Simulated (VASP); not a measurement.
# Ag (P6_3/mmc) in VASP: further runs

Ag is run at these levels: LDA; tasks: vibrations by perturbation theory, elastic constants.

Everything below comes from runs of VASP 6.6.1. Logs are shortened: lines on timing, memory, paths and dates and some standing lists are left out, and cuts for length are marked.

## 1. The cell of the first run

It takes space group P6_3/mmc (No. 194, hexagonal). The conventional cell has a = 2.807 Å, b = 2.807 Å, c = 4.608 Å, α = 90.00°, β = 90.00°, γ = 120.00°. Within 3.7 Å of Ag (site symmetry -6m2) lie 12 Ag at 2.81 to 2.82 Å.

This isn't the form of Ag at room conditions, which is fcc.

## 2. Vibrations by perturbation theory, LDA (15.72 Å³/atom)

Contents of INCAR:

```
PREC = Accurate
ENCUT = 520
EDIFF = 1E-8
ISMEAR = -1
SIGMA = 0.15
LREAL = F
LASPH = T
NELM = 100
ALGO = Fast
ISIF = 2
LWAVE = F
LCHARG = T
NBANDS = 18
IBRION = 8
NSW = 1
```

Contents of KPOINTS:

```
Automatic mesh
0
Gamma
  18 18 10
```

Contents of POSCAR:

```
Ag
1.0
    2.8072990397      0.0000000000      0.0000000000
   -1.4036495198      2.4311922844      0.0000000000
    0.0000000000      0.0000000000      4.6078508774
Ag
2
Direct
    0.3333333333      0.6666666667      0.2500000000
    0.6666666667      0.3333333333      0.7500000000
```

Potentials or basis: VASP PAW LDA potentials, release 64 (Ag).

Run with:

```console
$ cat potpaw_LDA.64/Ag/POTCAR > POTCAR
$ mpirun -np 1 vasp_std > vasp.out
```

OUTCAR:

```text
PREC = Accurate
   ENCUT = 520
   EDIFF = 1E-8
   ISMEAR = -1
   LREAL = F
   LASPH = T
   NELM = 100
   ISIF = 2
   IBRION = 8
   NSW = 1

 ion  position               nearest neighbor table
   1  0.333  0.667  0.250-   2 2.82   2 2.82   2 2.82   2 2.82   2 2.82   2 2.82
   2  0.667  0.333  0.750-   1 2.82   1 2.82   1 2.82   1 2.82   1 2.82   1 2.82

  LATTYP: Found a hexagonal cell.
 ALAT       =     2.8072990397
 C/A-ratio  =     1.6413822725

  Lattice vectors:

 A1 = (   2.8072990397,   0.0000000000,   0.0000000000)
 A2 = (  -1.4036495198,   2.4311922844,   0.0000000000)
 A3 = (   0.0000000000,   0.0000000000,   4.6078508774)

Analysis of symmetry for initial positions (statically):
=====================================================================
 Subroutine PRICEL returns:
 Original cell was already a primitive cell.

 Routine SETGRP: Setting up the symmetry group for a
 hexagonal supercell.

 Subroutine GETGRP returns: Found 24 space group operations
 (whereof 12 operations were pure point group operations)
 out of a pool of 24 trial point group operations.

The static configuration has the point symmetry D_3d.
 The point group associated with its full space group is D_6h.

Analysis of symmetry for dynamics (positions and initial velocities):
=====================================================================
 Subroutine PRICEL returns:
 Original cell was already a primitive cell.

 Routine SETGRP: Setting up the symmetry group for a
 hexagonal supercell.

 Subroutine GETGRP returns: Found 24 space group operations
 (whereof 12 operations were pure point group operations)
 out of a pool of 24 trial point group operations.

The dynamic configuration has the point symmetry D_3d.
 The point group associated with its full space group is D_6h.

 Subroutine INISYM returns: Found 24 space group operations
 (whereof 12 operations are pure point group operations),
 and found     1 'primitive' translations

----------------------------------------------------------------------------------------

                                     Primitive cell

  volume of cell :      31.4490

  direct lattice vectors                    reciprocal lattice vectors
     2.807299040  0.000000000  0.000000000     0.356214278  0.205660409  0.000000000
    -1.403649520  2.431192284  0.000000000     0.000000000  0.411320818  0.000000000
     0.000000000  0.000000000  4.607850877     0.000000000  0.000000000  0.217020912

  length of vectors
     2.807299040  2.807299040  4.607850877     0.411320818  0.411320818  0.217020912

  position of ions in fractional coordinates (direct lattice)
     0.333333333  0.666666667  0.250000000
     0.666666667  0.333333333  0.750000000

  ion indices of the primitive-cell ions
   primitive index   ion index
                 1           1
                 2           2

----------------------------------------------------------------------------------------

 KPOINTS: Automatic mesh

Automatic generation of k-mesh.
 Grid dimensions read from file:
 generate k-points for:   18   18   10

 Generating k-lattice:

  Cartesian coordinates                     Fractional coordinates (reciprocal lattice)
     0.019789682  0.011425578  0.000000000     0.055555556  0.000000000  0.000000000
     0.000000000  0.022851157  0.000000000     0.000000000  0.055555556  0.000000000
     0.000000000  0.000000000  0.021702091     0.000000000  0.000000000  0.100000000

  Length of vectors
     0.022851157  0.022851157  0.021702091

  Shift w.r.t. Gamma in fractional coordinates (k-lattice)
     0.000000000  0.000000000  0.000000000

 Subroutine IBZKPT returns following result:
 ===========================================

 Found    222 irreducible k-points:

 Following reciprocal coordinates:
            Coordinates               Weight
  0.000000  0.000000  0.000000      1.000000
  0.055556  0.000000  0.000000      6.000000
  0.111111  0.000000  0.000000      6.000000
  0.166667 -0.000000  0.000000      6.000000
  0.222222  0.000000  0.000000      6.000000
  0.277778  0.000000  0.000000      6.000000
[... 16 lines left out ...]
  0.333333  0.111111  0.000000     12.000000
  0.388889  0.111111  0.000000     12.000000
 [... further k-points ...]
   k-points           NKPTS =    222   k-points in BZ     NKDIM =    222   number of bands    NBANDS=     18
   number of dos      NEDOS =    301   number of ions     NIONS =      2
   total plane-waves  NPLWV =  20736
   dimension x,y,z NGX =    24 NGY =   24 NGZ =   36
   dimension x,y,z NGXF=    48 NGYF=   48 NGZF=   72
   ions per type =               2
   NGX,Y,Z   is equivalent  to a cutoff of  14.21, 14.21, 12.99 a.u.
   NGXF,Y,Z  is equivalent  to a cutoff of  28.43, 28.43, 25.98 a.u.
 SYSTEM =  unknown system
   PREC   = accura    normal or accurate (medium, high low for compatibility)
   ISTART =      0    job   : 0-new  1-cont  2-samecut
   ICHARG =      2    charge: 1-file 2-atom 10-const
   ISPIN  =      1    spin polarized calculation?
   LNONCOLLINEAR =      F non collinear calculations
   LSORBIT =      F    spin-orbit coupling
   LASPH  =      T    aspherical Exc in radial PAW
   ENCUT  =  520.0 eV  38.22 Ry    6.18 a.u.   5.22  5.22  8.57*2*pi/ulx,y,z
   NELM   =    100;   NELMIN=  2; NELMDL= -5     # of ELM steps
   EDIFF  = 0.1E-07   stopping-criterion for ELM
   LREAL  =      F    real-space projection
   EDIFFG = 0.1E-06   stopping-criterion for IOM
   NSW    =      1    number of steps for IOM
   IBRION =      8    ionic relax: 0-MD 1-quasi-New 2-CG
   NFREE  =      0    steps in history (QN), initial steepest desc. (CG)
   ISIF   =      2    stress and relaxation
   ISYM   =      2    0-nonsym 1-usesym 2-fastsym
   POTIM  = 0.5000    time-step for ionic-motion
   TEBEG  =    0.0;   TEEND  =   0.0 temperature during run
   PSTRESS=    0.0 pullay stress
   NELECT =      22.0000    total number of electrons
   NUPDOWN=      -1.0000    fix difference up-down
   EMIN   =  10.00;   EMAX   =-10.00  energy-range for DOS
   EFERMI =   0.00;   METHOD = LEGACY
   ISMEAR =    -1;   SIGMA  =   0.15  broadening in eV -4-tet -1-fermi 0-gaus
   EFERMI_NEDOS =   21; number of points for ismear=-14 and -15
   IALGO  =     68    algorithm
   IMIX   =      4    mixing-type and parameters
     AMIX     =   0.40;   BMIX     =  1.00
     AMIX_MAG =   1.60;   BMIX_MAG =  1.00
  volume/ion in A,a.u.               =      15.72       106.11
  Fermi-wavevector in a.u.,A,eV,Ry     =   1.453272  2.746286 28.735500  2.112000
  Thomas-Fermi vector in A             =   2.570558
   LORBIT       =      0    0 simple, 1 ext, 2 COOP (PROOUT), +10 PAW based schemes
   GGA     = CA    functional components
   LHFCALC =     F    Hartree Fock is set to
   AEXX    =    0.0000 exact exchange contribution
   IVDW    =     0    specifies the selected vdW correction
   LEPSILON=     F    determine dielectric tensor
   LRPA    =     F    only Hartree local field effects (RPA)
 non-spin polarized calculation
 RMM-DIIS sequential band-by-band and
  energy-cutoff  :      520.00
  volume of cell :       31.45
 maximum number of plane-waves:       860
 NGX is ok and might be reduce to    24
   NGX = 11   NGY = 11   NGZ = 17

--------------------------------------- Ionic step        1  -------------------------------------------

 number of electron      22.0000005 magnetization

 Free energy of the ion-electron system (eV)
  ---------------------------------------------------
  ext. energy  EPLUGINS =         0.00000000
  ---------------------------------------------------
  free energy    TOTEN  =        -7.56415105 eV

  energy without entropy =       -7.52230918  energy(sigma->0) =       -7.54323011

 E-fermi :   9.3448     XC(G=0): -13.0654

 val. band max:        9.3391532422   @ k =   0.3333   0.0556   0.4000
 cond. band min:       9.3477024943   @ k =   0.2778   0.2222   0.3000
 fundamental gap:      0.0085492521
 Fermi energy:         9.3447537780

 k-point     1 :       0.0000    0.0000    0.0000
  band No.  band energies     occupation
      1       0.8947      2.00000
      2       2.3922      2.00000
      3       4.2189      2.00000
      4       4.3505      2.00000
      5       4.3505      2.00000
      6       4.6266      2.00000
[... 481 lines left out ...]
      5       4.5949      2.00000
      6       4.8259      2.00000
[... 10 lines left out ...]
     17      21.0010      0.00000
     18      24.8886      0.00000

 [... further k-points ...]

------------------------ aborting loop because EDIFF is reached ----------------------------------------

  FORCE on cell =-STRESS in cart. coord.  units (eV):
  Direction    XX          YY          ZZ          XY          YZ          ZX
  --------------------------------------------------------------------------------------
  -------------------------------------------------------------------------------------
  Total        0.6102432      0.6102432      0.6058435      0.0000000      0.0000000      0.0000000
  in kB       31.0890258     31.0890258     30.8648826      0.0000000      0.0000000      0.0000000
  external PRESSURE =      31.0143114 kB  Pullay stress =       0.0000000 kB

 VOLUME and BASIS-vectors are now :
 -----------------------------------------------------------------------------
  energy-cutoff  :      520.00
  volume of cell :       31.45
      direct lattice vectors                 reciprocal lattice vectors
     2.807299040  0.000000000  0.000000000     0.356214278  0.205660409  0.000000000
    -1.403649520  2.431192284  0.000000000     0.000000000  0.411320818  0.000000000
     0.000000000  0.000000000  4.607850877     0.000000000  0.000000000  0.217020912

 POSITION                                       TOTAL-FORCE (eV/Angst)
 -----------------------------------------------------------------------------------
     -0.00000      1.62079      1.15196        -0.000000     -0.000000      0.000000
      1.40365      0.81040      3.45589         0.000000      0.000000      0.000000
 -----------------------------------------------------------------------------------
    total drift:                               -0.000000      0.000000     -0.000000

  FREE ENERGIE OF THE ION-ELECTRON SYSTEM (eV)
  ---------------------------------------------------
  free  energy   TOTEN  =        -7.5641510474 eV

  energy  without entropy=       -7.5223091804  energy(sigma->0) =       -7.54323011

[... ionic steps 2 to 3 ...]

--------------------------------------- Ionic step        4  -------------------------------------------

------------------------ aborting loop because EDIFF is reached ----------------------------------------

[... ionic steps 5 to 5 ...]

--------------------------------------- Ionic step        6  -------------------------------------------

 Free energy of the ion-electron system (eV)
  ---------------------------------------------------
  ---------------------------------------------------
  free energy    TOTEN  =        -0.31609830 eV

  energy without entropy =       -0.31609830

------------------------ aborting loop because EDIFF is reached ----------------------------------------

 INTERNAL STRAIN TENSOR  FOR ION    1  DIRECTION 3   (eV/Angst):
 -----------------------------------------------------------------------------
     0.00500  0.00000 -0.00000
     0.00000  0.00500 -0.00000
     0.00000 -0.00000 -0.00277

 INTERNAL STRAIN TENSOR FOR ION    2 for displacements in x,y,z  (eV/Angst):
          X           Y           Z          XY          YZ          ZX
  --------------------------------------------------------------------------------
  x     0.00000    -0.00000     0.00000     1.47115     0.00000     0.00000
  y     1.47115    -1.47115     0.00000    -0.00000     0.00000     0.00000
  z    -0.00000     0.00000     0.00000     0.00000    -0.00000     0.00000

 SECOND DERIVATIVES (NOT SYMMETRIZED)
 ------------------------------------
               1X          1Y          1Z          2X          2Y          2Z
  1X    -1.178770   -0.000000    0.000000    1.178770    0.000000    0.000000
  1Y    -0.000000   -1.178770    0.000000    0.000000    1.178770    0.000000
  1Z    -0.000000    0.000000   -7.711561    0.000000    0.000000    7.711561
  2X     1.178770    0.000000    0.000000   -1.178770   -0.000000    0.000000
  2Y     0.000000    1.178770    0.000000   -0.000000   -1.178770    0.000000
  2Z     0.000000    0.000000    7.711561   -0.000000    0.000000   -7.711561

 Eigenvectors and eigenvalues of the dynamical matrix
 ----------------------------------------------------

   1 f  =    5.911403 THz    37.142439 2PiTHz  197.183172 cm-1    24.447586 meV
             X         Y         Z           dx          dy          dz
     -0.000000  1.620795  1.151963    -0.000000    0.000000   -0.707107
      1.403650  0.810397  3.455888     0.000000    0.000000    0.707107
[... 16 lines left out ...]
   5 f  =    0.000000 THz     0.000000 2PiTHz    0.000000 cm-1     0.000000 meV
             X         Y         Z           dx          dy          dz
     -0.000000  1.620795  1.151963     0.000000    0.000000    0.707107
      1.403650  0.810397  3.455888    -0.000000    0.000000    0.707107

   6 f/i=    0.000000 THz     0.000000 2PiTHz    0.000000 cm-1     0.000000 meV
             X         Y         Z           dx          dy          dz
     -0.000000  1.620795  1.151963     0.704575    0.059785    0.000000
      1.403650  0.810397  3.455888     0.704575    0.059785    0.000000

--------------------------------------------------------------------------------------------------------

 ELASTIC MODULI CONTR FROM IONIC RELAXATION (kBar)
 Direction    XX          YY          ZZ          XY          YZ          ZX
 --------------------------------------------------------------------------------
 XX         -93.5387     93.5387      0.0000     -0.0000     -0.0000      0.0000
 YY          93.5387    -93.5387     -0.0000     -0.0000      0.0000     -0.0000
 ZZ           0.0000     -0.0000     -0.0000      0.0000      0.0000     -0.0000
 XY          -0.0000     -0.0000      0.0000    -93.5387     -0.0000      0.0000
 YZ          -0.0000      0.0000      0.0000     -0.0000     -0.0000      0.0000
 ZX           0.0000     -0.0000     -0.0000      0.0000      0.0000     -0.0000
 --------------------------------------------------------------------------------
```

Run time: 14 min. Hardware: 1 thread of AMD EPYC 7R13 (Zen 3), shared host; peak memory 0.98 GiB.

What came out:

| Item | Value |
| --- | --- |
| Highest phonon frequency at Γ | 197 cm⁻¹ |

Phonon frequencies in cm⁻¹ (negative: imaginary):
```tsv
q point	frequencies
(0.000, 0.000, 0.000)	0 0 0 77 77 197
```

Caveat: the cell stands under pressure or tension, which shifts response properties.

(Continued in part 2 of 2.)
